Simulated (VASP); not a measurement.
HCl, 20 atoms in the cell. The cell holds an amorphous packing of atoms, 20 atoms: a = 7.417 Å, b = 7.417 Å, c = 7.417 Å, α = 90.00°, β = 90.00°, γ = 90.00°. 

```yaml
Program: VASP 6.6.1
Task: single point
Functional: PBE
Potentials_or_basis: VASP PAW PBE potentials, release 64 (Cl, H)
Cutoff: 520 eV
k_mesh: 1 × 1 × 1
Occupations: fermi-dirac, width 0.05 eV
Spin: no spin polarisation
Dipole_correction: no
Further_INCAR_settings: LREAL = Auto; ALGO = Normal; EDIFF = 1e-06; NBANDS = 56
```

Potentials or basis: VASP PAW PBE potentials, release 64 (Cl, H).

Launch:

```bash
$ cat potpaw_PBE.64/Cl/POTCAR potpaw_PBE.64/H/POTCAR > POTCAR
$ mpirun -np 1 vasp_gam > vasp.out
```

Hardware: 1 thread of Intel(R) Xeon(R) Platinum 8375C CPU @ 2.90GHz (Ice Lake) (shared host).

How long does it take, and how much memory?

Run time: 39 s on 1 thread of Intel(R) Xeon(R) Platinum 8375C CPU @ 2.90GHz (Ice Lake) (shared host), peak memory 0.42 GiB. Counts: scf iterations 15, k points 1.
